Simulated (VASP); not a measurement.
# IrO2 (P4_2/mnm) in VASP: a series of runs

IrO2 is run at these levels: PBEsol; tasks: single point.

The COD entry that gives the cell may itself be a prediction, so a difference from it is no test against experiment.

Everything below comes from runs of VASP 6.6.1. Logs are shortened: lines on timing, memory, paths and dates and some standing lists are left out, and cuts for length are marked.

## (1) The cell of the first run

Symmetry: P4_2/mnm, No. 136, tetragonal system. The conventional cell has a = 4.505 Å, b = 4.505 Å, c = 3.159 Å, α = 90.00°, β = 90.00°, γ = 90.00°. Ir (site symmetry mmm) has 6 O at 1.96 to 2.00 Å within 2.6 Å. O (site symmetry m2m) has 3 Ir at 1.96 to 2.00 Å and 1 O at 2.45 Å within 2.6 Å.

## (2) Single point, PBEsol

INCAR reads:

```
PREC = Accurate ; ENCUT = 600
EDIFF = 1E-6 ; ISMEAR = -1
SIGMA = 0.1 ; LREAL = False
LASPH = True ; NELM = 120
ALGO = Normal ; ISIF = 2
LWAVE = False ; LCHARG = False
GGA = PS ; NBANDS = 30
GGA_COMPAT = False
```

KPOINTS reads:

```
Automatic mesh
0
Gamma
  2 2 2
```

POSCAR reads:

```
IrO2
1.0
    4.5051000000      0.0000000000      0.0000000000
    0.0000000000      4.5051000000      0.0000000000
    0.0000000000      0.0000000000      3.1586000000
Ir O
2 4
Direct
    0.0000000000      0.0000000000      0.0000000000
    0.5000000000      0.5000000000      0.5000000000
    0.3077000000      0.3077000000      0.0000000000
    0.1923000000      0.8077000000      0.5000000000
    0.6923000000      0.6923000000      0.0000000000
    0.8077000000      0.1923000000      0.5000000000
```

Potentials or basis: VASP PAW PBE potentials, release 64 (Ir, O).

Launch:

```console
> cat potpaw_PBE.64/Ir/POTCAR potpaw_PBE.64/O/POTCAR > POTCAR
> mpirun -np 1 vasp_std > vasp.out
```

OUTCAR:

```text
PREC = Accurate
   ENCUT = 600
   EDIFF = 1E-6
   ISMEAR = -1
   LREAL = False
   LASPH = True
   NELM = 120
   ISIF = 2
   GGA = PS

 ion  position               nearest neighbor table
   1  0.000  0.000  0.000-   3 1.96   5 1.96   4 2.00   6 2.00   4 2.00   6 2.00
   2  0.500  0.500  0.500-   4 1.96   6 1.96   5 2.00   3 2.00   3 2.00   5 2.00
   3  0.308  0.308  0.000-   1 1.96   2 2.00   2 2.00
   4  0.192  0.808  0.500-   2 1.96   1 2.00   1 2.00
   5  0.692  0.692  0.000-   1 1.96   2 2.00   2 2.00
   6  0.808  0.192  0.500-   2 1.96   1 2.00   1 2.00

  LATTYP: Found a simple tetragonal cell.
 ALAT       =     4.5051000000
 C/A-ratio  =     0.7011165124

  Lattice vectors:

 A1 = (   4.5051000000,   0.0000000000,   0.0000000000)
 A2 = (   0.0000000000,   4.5051000000,   0.0000000000)
 A3 = (   0.0000000000,   0.0000000000,   3.1586000000)

Analysis of symmetry for initial positions (statically):
=====================================================================
 Subroutine PRICEL returns:
 Original cell was already a primitive cell.

 Routine SETGRP: Setting up the symmetry group for a
 simple tetragonal supercell.

 Subroutine GETGRP returns: Found 16 space group operations
 (whereof  8 operations were pure point group operations)
 out of a pool of 16 trial point group operations.

The static configuration has the point symmetry D_2h.
 The point group associated with its full space group is D_4h.

Analysis of symmetry for dynamics (positions and initial velocities):
=====================================================================
 Subroutine PRICEL returns:
 Original cell was already a primitive cell.

 Routine SETGRP: Setting up the symmetry group for a
 simple tetragonal supercell.

 Subroutine GETGRP returns: Found 16 space group operations
 (whereof  8 operations were pure point group operations)
 out of a pool of 16 trial point group operations.

The dynamic configuration has the point symmetry D_2h.
 The point group associated with its full space group is D_4h.

 Subroutine INISYM returns: Found 16 space group operations
 (whereof  8 operations are pure point group operations),
 and found     1 'primitive' translations

----------------------------------------------------------------------------------------

                                     Primitive cell

  volume of cell :      64.1067

[... 78 lines left out ...]
   LREAL  =      F    real-space projection
   EDIFFG = 0.1E-04   stopping-criterion for IOM
   NSW    =      0    number of steps for IOM
   IBRION =     -1    ionic relax: 0-MD 1-quasi-New 2-CG
   NFREE  =      0    steps in history (QN), initial steepest desc. (CG)
   ISIF   =      2    stress and relaxation
   ISYM   =      2    0-nonsym 1-usesym 2-fastsym
   POTIM  = 0.5000    time-step for ionic-motion
   TEBEG  =    0.0;   TEEND  =   0.0 temperature during run
   PSTRESS=    0.0 pullay stress
   NELECT =      42.0000    total number of electrons
   NUPDOWN=      -1.0000    fix difference up-down
   EMIN   =  10.00;   EMAX   =-10.00  energy-range for DOS
   EFERMI =   0.00;   METHOD = LEGACY
   ISMEAR =    -1;   SIGMA  =   0.10  broadening in eV -4-tet -1-fermi 0-gaus
   EFERMI_NEDOS =   21; number of points for ismear=-14 and -15
   IALGO  =     38    algorithm
   IMIX   =      4    mixing-type and parameters
     AMIX     =   0.40;   BMIX     =  1.00
     AMIX_MAG =   1.60;   BMIX_MAG =  1.00
  volume/ion in A,a.u.               =      10.68        72.10
  Fermi-wavevector in a.u.,A,eV,Ry     =   1.421860  2.686925 27.506696  2.021685
  Thomas-Fermi vector in A             =   2.542625
   LORBIT       =      0    0 simple, 1 ext, 2 COOP (PROOUT), +10 PAW based schemes
   GGA     = PS    functional components
   LHFCALC =     F    Hartree Fock is set to
   AEXX    =    0.0000 exact exchange contribution
   IVDW    =     0    specifies the selected vdW correction
   LEPSILON=     F    determine dielectric tensor
   LRPA    =     F    only Hartree local field effects (RPA)
 non-spin polarized calculation
  energy-cutoff  :      600.00
  volume of cell :       64.11
 maximum number of plane-waves:      2168
 NGX is ok and might be reduce to    36
   NGX = 17   NGY = 17   NGZ = 13

 number of electron      41.9999996 magnetization

 Free energy of the ion-electron system (eV)
  ---------------------------------------------------
  ext. energy  EPLUGINS =         0.00000000
  ---------------------------------------------------
  free energy    TOTEN  =       -45.92857943 eV

  energy without entropy =      -45.85207137  energy(sigma->0) =      -45.89032540

 E-fermi :   6.1470     XC(G=0): -12.2709

 val. band max:        5.7580302888   @ k =   0.5000   0.0000   0.0000
 cond. band min:       6.2511308955   @ k =   0.0000   0.0000   0.5000
 fundamental gap:      0.4931006067
 Fermi energy:         6.1470266108

 k-point     1 :       0.0000    0.0000    0.0000
  band No.  band energies     occupation
      1     -15.1778      2.00000
      2     -13.9497      2.00000
      3     -12.8690      2.00000
      4     -12.8690      2.00000
      5      -3.9254      2.00000
      6      -3.6795      2.00000
[... 187 lines left out ...]
     29      15.7199      0.00000
     30      15.7199      0.00000

------------------------ aborting loop because EDIFF is reached ----------------------------------------

  FORCE on cell =-STRESS in cart. coord.  units (eV):
  Direction    XX          YY          ZZ          XY          YZ          ZX
  --------------------------------------------------------------------------------------
  -------------------------------------------------------------------------------------
  Total       -1.4110687     -1.4110687     -3.3676758      0.0000000      0.0000000      0.0000000
  in kB      -35.2659206    -35.2659206    -84.1661291      0.0000000      0.0000000      0.0000000
  external PRESSURE =     -51.5659901 kB  Pullay stress =       0.0000000 kB

 VOLUME and BASIS-vectors are now :
 -----------------------------------------------------------------------------
  energy-cutoff  :      600.00
  volume of cell :       64.11
      direct lattice vectors                 reciprocal lattice vectors
     4.505100000  0.000000000  0.000000000     0.221970655  0.000000000  0.000000000
     0.000000000  4.505100000  0.000000000     0.000000000  0.221970655  0.000000000
     0.000000000  0.000000000  3.158600000     0.000000000  0.000000000  0.316595960

 POSITION                                       TOTAL-FORCE (eV/Angst)
 -----------------------------------------------------------------------------------
      0.00000      0.00000      0.00000         0.000000      0.000000      0.000000
      2.25255      2.25255      1.57930         0.000000      0.000000      0.000000
      1.38622      1.38622      0.00000         0.651579      0.651579     -0.000000
      0.86633      3.63877      1.57930        -0.651579      0.651579     -0.000000
      3.11888      3.11888      0.00000        -0.651579     -0.651579      0.000000
      3.63877      0.86633      1.57930         0.651579     -0.651579      0.000000
 -----------------------------------------------------------------------------------
    total drift:                                0.000000     -0.000000     -0.000000

  FREE ENERGIE OF THE ION-ELECTRON SYSTEM (eV)
  ---------------------------------------------------
  free  energy   TOTEN  =       -45.9285794311 eV

  energy  without entropy=      -45.8520713706  energy(sigma->0) =      -45.89032540
```

OSZICAR:

```text
N       E                     dE             d eps       ncg     rms          rms(c)
DAV:   1     0.473815769215E+03    0.47382E+03   -0.22918E+04   360   0.157E+03
DAV:   2    -0.676330414165E+01   -0.48058E+03   -0.45534E+03   378   0.424E+02
DAV:   3    -0.516437574581E+02   -0.44880E+02   -0.43036E+02   432   0.142E+02
DAV:   4    -0.530739633959E+02   -0.14302E+01   -0.14212E+01   430   0.269E+01
DAV:   5    -0.531040681214E+02   -0.30105E-01   -0.30090E-01   444   0.354E+00    0.480E+01
DAV:   6    -0.466850633885E+02    0.64190E+01   -0.25611E+01   522   0.478E+01    0.204E+01
DAV:   7    -0.460588902194E+02    0.62617E+00   -0.34088E+00   518   0.205E+01    0.145E+01
DAV:   8    -0.459363834656E+02    0.12251E+00   -0.44507E-01   512   0.645E+00    0.710E-01
DAV:   9    -0.459310807472E+02    0.53027E-02   -0.22640E-02   402   0.105E+00    0.432E-01
DAV:  10    -0.459286355774E+02    0.24452E-02   -0.11052E-02   432   0.862E-01    0.331E-01
DAV:  11    -0.459285850329E+02    0.50544E-04   -0.40434E-04   474   0.162E-01    0.564E-02
DAV:  12    -0.459285795680E+02    0.54649E-05   -0.49829E-05   412   0.516E-02    0.114E-02
DAV:  13    -0.459285794311E+02    0.13688E-06   -0.10291E-06   280   0.832E-03
   1 F= -.45928579E+02 E0= -.45890325E+02  d E =-.765081E-01
```

Run time: 13 s. Hardware: 1 thread of AMD EPYC 7R13 (Zen 3), shared host; peak memory 0.16 GiB.

What came out:

```yaml
Free_energy: -45.9286 eV
Pressure: -5.2 GPa
Largest_force: 0.921 eV/Å
Band_gap_on_the_k_mesh: zero (band 21 reaches 6.55 eV, above the bottom of band 22 at 5.49 eV)
```

Forces in eV/Å, atoms in the order of the input:
```
Ir   0.000  0.000  0.000
Ir   0.000  0.000  0.000
O    0.652  0.652  0.000
O   -0.652  0.652  0.000
O   -0.652 -0.652  0.000
O    0.652 -0.652  0.000
```

Caveat: the k points lie up to 0.99 Å⁻¹ apart; the PAW data sets were made with another functional, which shifts forces and pressure a little; spin-orbit coupling is left out, which moves the levels of the heavy elements.

(Part 1 of 2 ends here.)
